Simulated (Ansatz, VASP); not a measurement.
# One calculation of Rh, two programs

Contents of INCAR:

```
SYSTEM = Rh
PREC     = Accurate       ! precision mode
ENCUT    = 520            ! plane-wave cutoff, eV
EDIFF    = 1E-7           ! SCF threshold, eV
ISMEAR   = -1             ! smearing method
SIGMA    = 0.1            ! smearing width, eV
LREAL    = .False.        ! projectors in reciprocal space
LASPH    = .True.         ! aspherical terms in the spheres
NELM     = 80             ! most SCF steps
ALGO     = Normal         ! electronic algorithm
ISIF     = 2              ! what is computed and relaxed
LWAVE    = .False.        ! write WAVECAR
LCHARG   = .False.        ! write CHGCAR
GGA      = PE             ! functional
NBANDS   = 30             ! bands
```

File KPOINTS:

```
regular mesh
0
Gamma
  11 11 16
  0 0 0
```

File POSCAR:

```
Rh
1.0
    4.3958324514      0.0000000000      0.0000000000
   -2.1979162257      3.8069025737      0.0000000000
    0.0000000000      0.0000000000      2.6976007177
Rh
3
Direct
    1.0000000000      1.0000000000      0.0000000000
    0.3333333333      0.6666666667      0.5000000000
    0.6666666667      0.3333333333      0.5000000000
```

Input for Ansatz:

```yaml
crystal:
  lattice:
    - [4.3958324514, 0.0, 0.0]
    - [-2.1979162257, 3.8069025737, 0.0]
    - [0.0, 0.0, 2.6976007177]
  atoms:
    - { symbol: Rh, position: [1.0, 1.0, 0.0] }
    - { symbol: Rh, position: [0.3333333333, 0.6666666667, 0.5] }
    - { symbol: Rh, position: [0.6666666667, 0.3333333333, 0.5] }
hamiltonian:
  xc: pbe
  pseudopotentials:
    kind: paw
    azcp:
      Rh: "pseudopotentials/Rh.paw.azcp"
basis:
  ecutwfc: 420
  fft_grid_basis: typed
kpoints:
  mp_grid: { grid: [11, 11, 16], shift: [0, 0, 0] }
magnetization:
  spin_polarized: false
scf:
  occupations: { method: fermi_dirac, width: 0.1 }
output:
  stress: true
```

Alike in both runs: task single point; functional PBE; k mesh 11 × 11 × 16; occupations fermi-dirac, width 0.1 eV; no spin polarisation.

|  | VASP | Ansatz |
| --- | --- | --- |
| version | VASP 6.6.1 | Ansatz 0.2.0 |
| potentials or method | VASP PAW PBE potentials, release 64 (Rh_pv), cutoff 520 eV | plane waves (420 eV) with PAW, scalar-relativistic |
| valence electrons in the cell | 45 | 51 |

VASP gave:

| Item | Value |
| --- | --- |
| pressure (GPa) | -8.4 |
| traceless stress, the component that is largest in VASP (GPa) | -0.06 |

Question: What did Ansatz give for the same quantities?

Answer: Pressure (GPa): -8.5; traceless stress, the component that is largest in VASP (GPa): -0.03.

The functional is the same, so the differences come from potentials, cutoffs and numerics. VASP's potentials hold 45 valence electrons a cell and Ansatz's 51, so a difference there can come from the potentials and not from the codes.
